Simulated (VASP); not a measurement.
# Tm3BF (Pm-3m) in VASP: notebook

Tm3BF is run at these levels: PBE; tasks: single point, relaxation of cell and atoms.

Program: VASP 6.6.1. These are calculated values, not measurements. Logs are shortened: lines on timing, memory, paths and dates and some standing lists are left out, and cuts for length are marked.

### Step 1. The cell of the first run

It takes space group Pm-3m (No. 221, cubic). The conventional cell has a = 4.460 Å, b = 4.460 Å, c = 4.460 Å, α = 90.00°, β = 90.00°, γ = 90.00°. Tm (site symmetry 4/mmm) has 2 F at 2.23 Å within 2.9 Å. B (site symmetry m-3m) has 12 Tm at 3.15 Å and 8 F at 3.86 Å within 4.2 Å. Within 2.9 Å of F (site symmetry m-3m) lie 6 Tm at 2.23 Å.

The cell was built from a structure type or drawn by symmetry, and may not be a known phase.

### Step 2. Single point, PBE

INCAR reads:

```
PREC     = Accurate       # precision mode
ENCUT    = 600            # plane-wave cutoff, eV
EDIFF    = 1E-6           # SCF threshold, eV
ISMEAR   = 0              # smearing method
SIGMA    = 0.1            # smearing width, eV
LREAL    = False          # projectors in reciprocal space
LASPH    = True           # aspherical terms in the spheres
NELM     = 200            # most SCF steps
ALGO     = Normal         # electronic algorithm
ISIF     = 2              # what is computed and relaxed
LWAVE    = False          # write WAVECAR
LCHARG   = False          # write CHGCAR
GGA      = PE             # functional
NBANDS   = 48             # bands
GGA_COMPAT= False        
LMAXMIX  = 6              # l up to which the mixer works
```

KPOINTS reads:

```
regular mesh
0
Gamma
  4 4 4
```

POSCAR reads:

```
Tm3BF
1.0
    4.4603889400      0.0000000000      0.0000000000
    0.0000000000      4.4603889400      0.0000000000
    0.0000000000      0.0000000000      4.4603889400
Tm B F
3 1 1
Direct
    0.5000000000      0.0000000000      0.0000000000
    0.0000000000      0.5000000000      0.0000000000
    0.0000000000      0.0000000000      0.5000000000
    0.5000000000      0.5000000000      0.5000000000
    0.0000000000      0.0000000000      0.0000000000
```

Potentials or basis: VASP PAW PBE potentials, release 64 (Tm, B, F).

Launch:

```console
$ cat potpaw_PBE.64/Tm/POTCAR potpaw_PBE.64/B/POTCAR potpaw_PBE.64/F/POTCAR > POTCAR
$ mpirun -np 1 vasp_std > vasp.out
```

OUTCAR:

```text
PREC = Accurate
   ENCUT = 600
   EDIFF = 1E-6
   ISMEAR = 0
   LREAL = False
   LASPH = True
   NELM = 200
   ISIF = 2
   GGA = PE

 ion  position               nearest neighbor table
   1  0.500  0.000  0.000-   5 2.23   5 2.23   2 3.15   3 3.15   2 3.15   2 3.15   3 3.15   3 3.15
                             3 3.15   2 3.15
   2  0.000  0.500  0.000-   5 2.23   5 2.23   1 3.15   3 3.15   1 3.15   3 3.15   3 3.15   3 3.15
                             1 3.15   1 3.15
   3  0.000  0.000  0.500-   5 2.23   5 2.23   1 3.15   1 3.15   2 3.15   2 3.15   2 3.15   2 3.15
                             1 3.15   1 3.15
   4  0.500  0.500  0.500-
   5  0.000  0.000  0.000-   1 2.23   2 2.23   3 2.23   3 2.23   2 2.23   1 2.23

  LATTYP: Found a simple cubic cell.
 ALAT       =     4.4603889400

  Lattice vectors:

 A1 = (   4.4603889400,   0.0000000000,   0.0000000000)
 A2 = (   0.0000000000,   4.4603889400,   0.0000000000)
 A3 = (   0.0000000000,   0.0000000000,   4.4603889400)

Analysis of symmetry for initial positions (statically):
=====================================================================
 Subroutine PRICEL returns:
 Original cell was already a primitive cell.

 Routine SETGRP: Setting up the symmetry group for a
 simple cubic supercell.

 Subroutine GETGRP returns: Found 48 space group operations
 (whereof 48 operations were pure point group operations)
 out of a pool of 48 trial point group operations.

The static configuration has the point symmetry O_h .

Analysis of symmetry for dynamics (positions and initial velocities):
=====================================================================
 Subroutine PRICEL returns:
 Original cell was already a primitive cell.

 Routine SETGRP: Setting up the symmetry group for a
 simple cubic supercell.

 Subroutine GETGRP returns: Found 48 space group operations
 (whereof 48 operations were pure point group operations)
 out of a pool of 48 trial point group operations.

The dynamic configuration has the point symmetry O_h .

 Subroutine INISYM returns: Found 48 space group operations
 (whereof 48 operations are pure point group operations),
 and found     1 'primitive' translations

----------------------------------------------------------------------------------------

                                     Primitive cell

  volume of cell :      88.7397

  direct lattice vectors                    reciprocal lattice vectors
     4.460388940  0.000000000  0.000000000     0.224195695  0.000000000  0.000000000
     0.000000000  4.460388940  0.000000000     0.000000000  0.224195695  0.000000000
     0.000000000  0.000000000  4.460388940     0.000000000  0.000000000  0.224195695

  length of vectors
     4.460388940  4.460388940  4.460388940     0.224195695  0.224195695  0.224195695

  position of ions in fractional coordinates (direct lattice)
     0.500000000  0.000000000  0.000000000
     0.000000000  0.500000000  0.000000000
     0.000000000  0.000000000  0.500000000
     0.500000000  0.500000000  0.500000000
     0.000000000  0.000000000  0.000000000

  ion indices of the primitive-cell ions
   primitive index   ion index
                 1           1
                 2           2
                 3           3
                 4           4
                 5           5

----------------------------------------------------------------------------------------

 KPOINTS: regular mesh

Automatic generation of k-mesh.
 Grid dimensions read from file:
 generate k-points for:    4    4    4

 Generating k-lattice:

  Cartesian coordinates                     Fractional coordinates (reciprocal lattice)
     0.056048924  0.000000000  0.000000000     0.250000000  0.000000000  0.000000000
     0.000000000  0.056048924  0.000000000     0.000000000  0.250000000  0.000000000
     0.000000000  0.000000000  0.056048924     0.000000000  0.000000000  0.250000000

  Length of vectors
     0.056048924  0.056048924  0.056048924

  Shift w.r.t. Gamma in fractional coordinates (k-lattice)
     0.000000000  0.000000000  0.000000000

 Subroutine IBZKPT returns following result:
 ===========================================

 Found     10 irreducible k-points:

 Following reciprocal coordinates:
            Coordinates               Weight
  0.000000  0.000000  0.000000      1.000000
  0.250000  0.000000  0.000000      6.000000
  0.500000  0.000000  0.000000      3.000000
  0.250000  0.250000  0.000000     12.000000
  0.500000  0.250000  0.000000     12.000000
  0.500000  0.500000  0.000000      3.000000
  0.250000  0.250000  0.250000      8.000000
  0.500000  0.250000  0.250000     12.000000
  0.500000  0.500000  0.250000      6.000000
  0.500000  0.500000  0.500000      1.000000
   k-points           NKPTS =     10   k-points in BZ     NKDIM =     10   number of bands    NBANDS=     48
   number of dos      NEDOS =    301   number of ions     NIONS =      5
   total plane-waves  NPLWV =  46656
   dimension x,y,z NGX =    36 NGY =   36 NGZ =   36
   dimension x,y,z NGXF=    72 NGYF=   72 NGZF=   72
   ions per type =               3   1   1
   NGX,Y,Z   is equivalent  to a cutoff of  13.42, 13.42, 13.42 a.u.
   NGXF,Y,Z  is equivalent  to a cutoff of  26.84, 26.84, 26.84 a.u.
 SYSTEM =  unknown system
   PREC   = accura    normal or accurate (medium, high low for compatibility)
   ISTART =      0    job   : 0-new  1-cont  2-samecut
   ICHARG =      2    charge: 1-file 2-atom 10-const
   ISPIN  =      1    spin polarized calculation?
   LNONCOLLINEAR =      F non collinear calculations
   LSORBIT =      F    spin-orbit coupling
   LASPH  =      T    aspherical Exc in radial PAW
   ENCUT  =  600.0 eV  44.10 Ry    6.64 a.u.   8.91  8.91  8.91*2*pi/ulx,y,z
   NELM   =    200;   NELMIN=  2; NELMDL= -5     # of ELM steps
   EDIFF  = 0.1E-05   stopping-criterion for ELM
   LREAL  =      F    real-space projection
   EDIFFG = 0.1E-04   stopping-criterion for IOM
   NSW    =      0    number of steps for IOM
   IBRION =     -1    ionic relax: 0-MD 1-quasi-New 2-CG
   NFREE  =      0    steps in history (QN), initial steepest desc. (CG)
   ISIF   =      2    stress and relaxation
   ISYM   =      2    0-nonsym 1-usesym 2-fastsym
   POTIM  = 0.5000    time-step for ionic-motion
   TEBEG  =    0.0;   TEEND  =   0.0 temperature during run
   PSTRESS=    0.0 pullay stress
   NELECT =      79.0000    total number of electrons
   NUPDOWN=      -1.0000    fix difference up-down
   EMIN   =  10.00;   EMAX   =-10.00  energy-range for DOS
   EFERMI =   0.00;   METHOD = LEGACY
   ISMEAR =     0;   SIGMA  =   0.10  broadening in eV -4-tet -1-fermi 0-gaus
   EFERMI_NEDOS =   21; number of points for ismear=-14 and -15
   IALGO  =     38    algorithm
   IMIX   =      4    mixing-type and parameters
     AMIX     =   0.40;   BMIX     =  1.00
     AMIX_MAG =   1.60;   BMIX_MAG =  1.00
  volume/ion in A,a.u.               =      17.75       119.77
  Fermi-wavevector in a.u.,A,eV,Ry     =   1.574869  2.976071 33.745343  2.480213
  Thomas-Fermi vector in A             =   2.675938
   LORBIT       =      0    0 simple, 1 ext, 2 COOP (PROOUT), +10 PAW based schemes
   GGA     = PE    functional components
   LHFCALC =     F    Hartree Fock is set to
   AEXX    =    0.0000 exact exchange contribution
   IVDW    =     0    specifies the selected vdW correction
   LEPSILON=     F    determine dielectric tensor
   LRPA    =     F    only Hartree local field effects (RPA)
 non-spin polarized calculation
 Gauss-broadening in eV      SIGMA  =   0.10
  energy-cutoff  :      600.00
  volume of cell :       88.74
 maximum number of plane-waves:      3016
 NGX is ok and might be reduce to    36
   NGX = 17   NGY = 17   NGZ = 17

 number of electron      79.0000014 magnetization

 Free energy of the ion-electron system (eV)
  ---------------------------------------------------
  ext. energy  EPLUGINS =         0.00000000
  ---------------------------------------------------
  free energy    TOTEN  =       -21.84236993 eV

  energy without entropy =      -21.61664683  energy(sigma->0) =      -21.72950838

 E-fermi :   3.5571     XC(G=0): -11.3218

 val. band max:        3.5537150149   @ k =   0.5000   0.5000   0.0000
 cond. band min:       3.5757260343   @ k =   0.2500   0.2500   0.0000
 fundamental gap:      0.0220110193
 Fermi energy:         3.5571433942

 k-point     1 :       0.0000    0.0000    0.0000
  band No.  band energies     occupation
      1     -46.3580      2.00000
      2     -46.1696      2.00000
      3     -46.1696      2.00000
      4     -25.6073      2.00000
      5     -20.6462      2.00000
      6     -20.6462      2.00000
[... 40 lines left out ...]
     47       4.9092      0.00000
     48       7.8924      0.00000

 k-point     2 :       0.2500    0.0000    0.0000
  band No.  band energies     occupation
      1     -46.3339      2.00000
      2     -46.1927      2.00000
      3     -46.1694      2.00000
      4     -25.7895      2.00000
      5     -20.5741      2.00000
      6     -20.5741      2.00000
[... 40 lines left out ...]
     47       6.5525      0.00000
     48       7.9323      0.00000

 k-point     3 :       0.5000    0.0000    0.0000
  band No.  band energies     occupation
      1     -46.2956      2.00000
      2     -46.2299      2.00000
      3     -46.1692      2.00000
      4     -25.9526      2.00000
      5     -20.4889      2.00000
      6     -20.4889      2.00000
[... 40 lines left out ...]
     47       7.0273      0.00000
     48       7.2718      0.00000

 k-point     4 :       0.2500    0.2500    0.0000
  band No.  band energies     occupation
      1     -46.3122      2.00000
      2     -46.1996      2.00000
      3     -46.1826      2.00000
      4     -25.9655      2.00000
      5     -20.4985      2.00000
      6     -20.1820      2.00000
[... 244 lines left out ...]
     47       7.9797      0.00000
     48       8.1283      0.00000

 k-point     9 :       0.5000    0.5000    0.2500
  band No.  band energies     occupation
      1     -46.2306      2.00000
      2     -46.2291      2.00000
      3     -46.2291      2.00000
      4     -26.4421      2.00000
      5     -20.0799      2.00000
      6     -19.9388      2.00000
[... 40 lines left out ...]
     47       7.1116      0.00000
     48       8.5233      0.00000

 k-point    10 :       0.5000    0.5000    0.5000
  band No.  band energies     occupation
      1     -46.2288      2.00000
      2     -46.2288      2.00000
      3     -46.2288      2.00000
      4     -26.5911      2.00000
      5     -20.0765      2.00000
      6     -20.0765      2.00000
[... 40 lines left out ...]
     47       6.4867      0.00000
     48       7.8401      0.00000

------------------------ aborting loop because EDIFF is reached ----------------------------------------

  FORCE on cell =-STRESS in cart. coord.  units (eV):
  Direction    XX          YY          ZZ          XY          YZ          ZX
  --------------------------------------------------------------------------------------
  -------------------------------------------------------------------------------------
  Total        4.5660448      4.5660448      4.5660448     -0.0000000     -0.0000000      0.0000000
  in kB       82.4389714     82.4389714     82.4389714     -0.0000000     -0.0000000      0.0000000
  external PRESSURE =      82.4389714 kB  Pullay stress =       0.0000000 kB

 VOLUME and BASIS-vectors are now :
 -----------------------------------------------------------------------------
  energy-cutoff  :      600.00
  volume of cell :       88.74
      direct lattice vectors                 reciprocal lattice vectors
     4.460388940  0.000000000  0.000000000     0.224195695  0.000000000  0.000000000
     0.000000000  4.460388940  0.000000000     0.000000000  0.224195695  0.000000000
     0.000000000  0.000000000  4.460388940     0.000000000  0.000000000  0.224195695

 POSITION                                       TOTAL-FORCE (eV/Angst)
 -----------------------------------------------------------------------------------
      2.23019      0.00000      0.00000         0.000000      0.000000      0.000000
      0.00000      2.23019      0.00000         0.000000      0.000000      0.000000
      0.00000      0.00000      2.23019         0.000000      0.000000      0.000000
      2.23019      2.23019      2.23019         0.000000      0.000000      0.000000
      0.00000      0.00000      0.00000         0.000000      0.000000      0.000000
 -----------------------------------------------------------------------------------
    total drift:                                0.000000      0.000000     -0.000000

  FREE ENERGIE OF THE ION-ELECTRON SYSTEM (eV)
  ---------------------------------------------------
  free  energy   TOTEN  =       -21.8423699296 eV

  energy  without entropy=      -21.6166468261  energy(sigma->0) =      -21.72950838
```

Run time: 94 s. Hardware: 1 thread of Intel Xeon 6975P-C (Granite Rapids), shared host; peak memory 0.24 GiB.

Results:

```
Free energy            : -21.8424 eV
Pressure               : 8.2 GPa
Band gap on the k mesh : zero (an odd number of electrons rules out a gap without spin polarisation)
```

Levels at points of the mesh, in eV from the Fermi level:
```
           k point  band 37  band 38  band 39  band 40  band 41  band 42  band 43  band 44
(0.00, 0.00, 0.00)    -0.11    -0.08    -0.08    -0.08    -0.06    -0.06    -0.06     1.19
(0.50, 0.00, 0.00)    -0.11    -0.07    -0.07     0.05     0.05     0.45     1.71     2.90
(0.50, 0.50, 0.00)    -0.10    -0.10    -0.08    -0.06     0.00     2.17     2.17     2.37
(0.50, 0.50, 0.50)    -0.06    -0.02     0.14     0.14     0.14     0.17     0.17     0.17
```

Caveat: the cell stands under pressure; spin-orbit coupling is left out, which moves the levels of the heavy elements; an odd number of electrons without spin polarisation forces a metal; a magnetic or distorted state may lie lower; the run has no spin polarisation, though such a crystal can be magnetic; semilocal functionals describe open f shells poorly, which spoils levels, moments and volumes. With open d or f shells a metallic result of PBE can be an artefact of self-interaction; +U or a hybrid may open a gap.

(Part 1 of 2 ends here.)
